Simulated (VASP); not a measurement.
A run of VASP 6.6.1 is set up as follows.

Contents of POSCAR:

```
SiC
1.0
    0.0000000000      2.1781449820      2.1781449820
    2.1781449820      0.0000000000      2.1781449820
    2.1781449820      2.1781449820      0.0000000000
Si C
1 1
Direct
    0.0000000000      0.0000000000      0.0000000000
    0.7500000000      0.7500000000      0.7500000000
```

INCAR.step1

```
PREC = Accurate ; ENCUT = 520
ISMEAR = 0 ; SIGMA = 0.05
LREAL = False ; LASPH = True
NELM = 60 ; NBANDS = 11
GGA = PE ; ALGO = Normal
EDIFF = 1E-4 ; LWAVE = True
LCHARG = False
```

INCAR.step2

```
PREC = Accurate ; ENCUT = 520
EDIFF = 1E-6 ; ISMEAR = 0
SIGMA = 0.05 ; LREAL = False
LASPH = True ; NELM = 60
ALGO = Normal ; ISIF = 2
LWAVE = False ; LCHARG = False
METAGGA = R2SCAN ; LMIXTAU = True
NBANDS = 11 ; ISTART = 1
```

The input KPOINTS:

```
regular mesh
0
Gamma
  12 12 12
```

Potentials or basis: VASP PAW PBE potentials, release 64 (Si, C).

Command:

```bash
$ cat potpaw_PBE.64/Si/POTCAR potpaw_PBE.64/C/POTCAR > POTCAR
$ cp INCAR.step1 INCAR
$ mpirun -np 1 vasp_std > vasp.out
$ cp INCAR.step2 INCAR
$ mpirun -np 1 vasp_std > vasp.out
```

**Question.** What does it give for the pressure?

**Answer.** -0.2 GPa.

**Question.** Estimate the band gap on the k mesh.

**Answer.** 1.72 eV, indirect (least direct gap 5.06 eV).

Caveat: the PAW data sets were made with another functional, which shifts forces and pressure a little.

**Measured values to compare with.**

From “Insight into the structural, elastic and electronic properties of a new orthorhombic 6O-SiC polytype”, 2020, pmc:7200658, for a bulk crystal of SiC: band gap 2.4 eV (indirect).

A measured gap of SiC is 2.4 eV (indirect; quoted in “Insight into the structural, elastic and electronic properties of a new orthorhombic 6O-SiC polytype”, 2020, pmc:7200658); the calculated 1.72 eV misses it by -0.68 eV. The value is that of r2SCAN on a finite k mesh, which can miss the band edges, without temperature or zero-point motion.
